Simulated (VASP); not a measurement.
# BeTe: single point with PBEsol

Crystal: BeTe.

```
CELL_PARAMETERS angstrom
2.83626 2.83626 0.00000
-2.83626 2.83626 0.00000
0.00000 2.83626 2.83626
ATOMIC_POSITIONS crystal
Be 0.00000 0.00000 0.00000
Te 0.75000 0.25000 0.50000
```

* Program: VASP 6.6.1
* Task: single point
* Functional: PBEsol
* Potentials or basis: VASP PAW PBE potentials, release 64 (Be, Te)
* Cutoff: 520 eV
* k mesh: 8 × 8 × 8
* Occupations: gaussian, width 0.01 eV
* Spin: no spin polarisation
* Dipole correction: no
* Further INCAR settings: ALGO = Normal; EDIFF = 1e-07; NBANDS = 11

```
Pressure               : -1.8 GPa
Band gap on the k mesh : 1.91 eV, indirect (least direct gap 3.58 eV)
```

Levels at points of the mesh, in eV from the valence-band top:
| k point | band 2 | band 3 | band 4 | band 5 | band 6 | band 7 |
| --- | --- | --- | --- | --- | --- | --- |
| (0.00, 0.00, 0.00) | 0.00 | 0.00 | 0.00 | 3.58 | 3.62 | 3.62 |
| (0.50, 0.00, 0.00) | -5.44 | -1.10 | -1.10 | 2.98 | 4.56 | 4.56 |
| (0.50, 0.50, 0.00) | -5.02 | -2.58 | -2.58 | 1.91 | 2.64 | 9.57 |

It took 34 s on 1 thread of Intel Xeon 8259CL, with other jobs on the host, peak memory 0.17 GiB.

Caveat: the PAW data sets were made with another functional, which shifts forces and pressure a little; spin-orbit coupling is left out, which moves the levels of the heavy elements. A hybrid or GW would open this gap; PBEsol tends to underestimate it.
